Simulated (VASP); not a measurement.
Write the native input for VASP 6.6.1 that does the following.

```
Task                   : relaxation of cell and atoms
Functional             : PBE
Potentials or basis    : VASP PAW PBE potentials, release 64 (Fe, C)
Cutoff                 : 600 eV
k mesh                 : 16 × 16 × 16
Occupations            : gaussian, width 0.1 eV
Spin                   : no spin polarisation
Dipole correction      : no
Further INCAR settings : ALGO = Normal; EDIFF = 1e-06; IBRION = 2; EDIFFG = -0.01; NSW = 100; ISIF = 3
```

The structure of FeC3 lies in POSCAR:

```
FeC3
1.0
    3.0792856682      0.0000000000      0.0000000000
    0.0000000000      3.0792856682      0.0000000000
    0.0000000000      0.0000000000      3.0792856682
Fe C
1 3
Direct
    0.0000000000      0.0000000000      0.0000000000
    0.0000000000      0.5000000000      0.5000000000
    0.5000000000      0.0000000000      0.5000000000
    0.5000000000      0.5000000000      0.0000000000
```

One way to write it, as run:

INCAR

```
SYSTEM = FeC3
  PREC = Accurate
  ENCUT = 600
  EDIFF = 1E-6
  ISMEAR = 0
  SIGMA = 0.1
  LREAL = .FALSE.
  LASPH = .TRUE.
  NELM = 60
  ALGO = Normal
  ISIF = 3
  LWAVE = .FALSE.
  LCHARG = .FALSE.
  GGA = PE
  IBRION = 2
  NSW = 100
  EDIFFG = -0.01
```

KPOINTS

```
Automatic mesh
0
G
  16 16 16
  0 0 0
```

Potentials or basis: VASP PAW PBE potentials, release 64 (Fe, C).

The run is started by

```bash
$ cat potpaw_PBE.64/Fe/POTCAR potpaw_PBE.64/C/POTCAR > POTCAR
$ mpirun -np 1 vasp_std > vasp.out
```

Results of the run:

* Relaxed volume: 7.33 Å³/atom
* Relaxed cell: a = 3.084 Å, b = 3.084 Å, c = 3.084 Å, α = 90.00°, β = 90.00°, γ = 90.00°
* Space group after relaxing (to 0.1 Å): Pm-3m (No. 221)
* Energy gained by relaxing: 0.1 meV/atom
* Ionic steps: 3
* Pressure after relaxing: 0.0 GPa
* Band gap on the k mesh: zero (bands 10 and 11 overlap by 0.99 eV)

Caveat: the run has no spin polarisation, though such a crystal can be magnetic.

It took 74 s on 1 thread of Intel(R) Xeon(R) 6975P-C (Granite Rapids) (shared host), peak memory 0.23 GiB.
